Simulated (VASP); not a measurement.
Here is a VASP 6.6.1 calculation.

The input POSCAR:

```
Ti3Al
1.0
    0.0000000000      3.2317810000      3.2317810000
    3.2317810000      0.0000000000      3.2317810000
    3.2317810000      3.2317810000      0.0000000000
Ti Al
3 1
Direct
    0.7500000000      0.7500000000      0.7500000000
    0.2500000000      0.2500000000      0.2500000000
    0.0000000000      0.0000000000      0.0000000000
    0.5000000000      0.5000000000      0.5000000000
```

File INCAR.step1:

```
ALGO = Normal
EDIFF = 1E-4
ENCUT = 520
GGA = PE
ISMEAR = 0
ISPIN = 2
LASPH = T
LCHARG = F
LMAXMIX = 4
LREAL = F
LWAVE = T
MAGMOM = 0.23 0.23 1.03 -0.03
NBANDS = 32
NELM = 150
PREC = Accurate
SIGMA = 0.05
```

The input INCAR.step2:

```
ALGO = Normal
EDIFF = 1E-7
ENCUT = 520
ISIF = 2
ISMEAR = 0
ISPIN = 2
ISTART = 1
LASPH = T
LCHARG = T
LELF = T
LMAXMIX = 4
LMIXTAU = T
LORBIT = 11
LREAL = F
LVHAR = T
LWAVE = F
MAGMOM = 0.23 0.23 1.03 -0.03
METAGGA = R2SCAN
NBANDS = 32
NELM = 150
PREC = Accurate
SIGMA = 0.05
```

KPOINTS

```
k-points
0
Gamma
  10 10 10
```

Potentials or basis: VASP PAW PBE potentials, release 64 (Ti_sv, Al).

Run with:

```sh
$ cat potpaw_PBE.64/Ti_sv/POTCAR potpaw_PBE.64/Al/POTCAR > POTCAR
$ cp INCAR.step1 INCAR
$ mpirun -np 1 vasp_std > vasp.out
$ cp INCAR.step2 INCAR
$ mpirun -np 1 vasp_std > vasp.out
```

**Question.** Estimate the site moments.

**Answer.** Ti +0.26, +1.34; Al -0.04 μB.

**Question.** What does it give for the net moment?

**Answer.** 2.42 μB per cell.

**Question.** Estimate the pressure.

**Answer.** 0.1 GPa.

Caveat: the PAW data sets were made with another functional, which shifts forces and pressure a little.
